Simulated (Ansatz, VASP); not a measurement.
# Two plane-wave programs on LiS3

File INCAR:

```
PREC = Accurate
ENCUT = 600
EDIFF = 1E-7
ISMEAR = 0
SIGMA = 0.1
LREAL = False
LASPH = True
NELM = 60
ALGO = Normal
ISIF = 3
LWAVE = False
LCHARG = False
GGA = PE
IBRION = 2
NSW = 100
EDIFFG = -0.01
```

File KPOINTS:

```
regular mesh
0
Gamma
  12 12 12
```

File POSCAR:

```
LiS3
1.0
    4.0038855578      0.0000000000      0.0000000000
    0.0000000000      4.0038855578      0.0000000000
    0.0000000000      0.0000000000      4.0038855578
Li S
1 3
Direct
    0.0000000000      0.0000000000      0.0000000000
    0.0000000000      0.5000000000      0.5000000000
    0.5000000000      0.5000000000      0.0000000000
    0.5000000000      0.0000000000      0.5000000000
```

Input for Ansatz:

```yaml
crystal:
  lattice:
    - [4.0038855578, 0.0, 0.0]
    - [0.0, 4.0038855578, 0.0]
    - [0.0, 0.0, 4.0038855578]
  atoms:
    - { symbol: Li, position: [0.0, 0.0, 0.0] }
    - { symbol: S, position: [0.0, 0.5, 0.5] }
    - { symbol: S, position: [0.5, 0.5, 0.0] }
    - { symbol: S, position: [0.5, 0.0, 0.5] }
basis:
  ecutwfc: 420
kpoints:
  mp_grid: { grid: [12, 12, 12] }
hamiltonian:
  xc: pbe
scf:
  occupations: { method: gaussian, width: 0.1 }
output:
  forces: true
  stress: true
  eigenvalues: true
  write_density: true
  write_potential: true
  elf: true
  volumetric_format: npy
relax:
  adjacent_minimum: "off"
  f_tol: 0.01
  max_steps: 80
  cell: { stress_tol: 0.05 }
```

Change from the starting cell: species swapped into the Ag3Pt type (Pm-3m, No. 221).

Alike in both runs: task relaxation of cell and atoms; functional PBE; k mesh 12 × 12 × 12; occupations gaussian, width 0.1 eV; no spin polarisation.

|  | VASP | Ansatz |
| --- | --- | --- |
| version | VASP 6.6.1 | Ansatz 0.2.0 |
| potentials or method | VASP PAW PBE potentials, release 64 (Li_sv, S), cutoff 600 eV | scalar-relativistic, plane waves, PAW |
| valence electrons in the cell | 21 | 21 |

VASP gave:

| Quantity | Value |
| --- | --- |
| gap on the k mesh at the Fermi level, each at its own relaxed structure (eV) | none |
| relaxed volume (Å³/atom) | 16.10 |
| relaxed length of the cell vector where the two differ most in proportion (Å) | 4.008 |

**Question.** What did Ansatz give for the same quantities?

**Answer.** gap on the k mesh at the Fermi level, each at its own relaxed structure (eV): none; relaxed volume (Å³/atom): 16.13; relaxed length of the cell vector where the two differ most in proportion (Å): 4.011.

A gap of «none» marks a metal or a gap that the smearing closes.

Noted on VASP's run: the cutoff is under 1.25 times that of the potentials, so the pressure is a little rough.
